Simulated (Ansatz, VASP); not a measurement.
## KI: VASP beside Ansatz

```
CELL_PARAMETERS angstrom
6.08888 0.00000 0.00000
-3.04444 5.27313 0.00000
0.00000 0.00000 7.11966
ATOMIC_POSITIONS crystal
K 0.33333 0.66667 0.93657
K 0.66667 0.33333 0.43657
I 0.33333 0.66667 0.43657
I 0.66667 0.33333 0.93657
```

Alike in both runs: functional PBE; k mesh 6 × 6 × 4; no spin polarisation.

Ansatz relaxed the structure, and its values are those at the end. VASP's run is a single point on that final structure, the one shown.

```csv
,VASP,Ansatz
version,VASP 6.6.1,Ansatz 0.2.0
potentials or method,"VASP PAW PBE potentials, release 64 (K_sv, I), cutoff 520 eV","scalar-relativistic, plane waves, PAW"
occupations,"gaussian, width 0.01 eV",fixed
valence electrons in the cell,32,52
```

```csv
,VASP,Ansatz,Ansatz less VASP
gap on the k mesh at the Fermi level (eV),3.75,3.75,+0.004
least direct gap on the mesh (eV),3.75,3.75,+0.004
pressure (GPa),0.0,0.0,-0.01
```

VASP's potentials hold 32 valence electrons a cell and Ansatz's 52, so a difference there can come from the potentials and not from the codes. Ansatz's warnings: xc potential rough in thin density.

Neither program's run includes spin-orbit coupling.
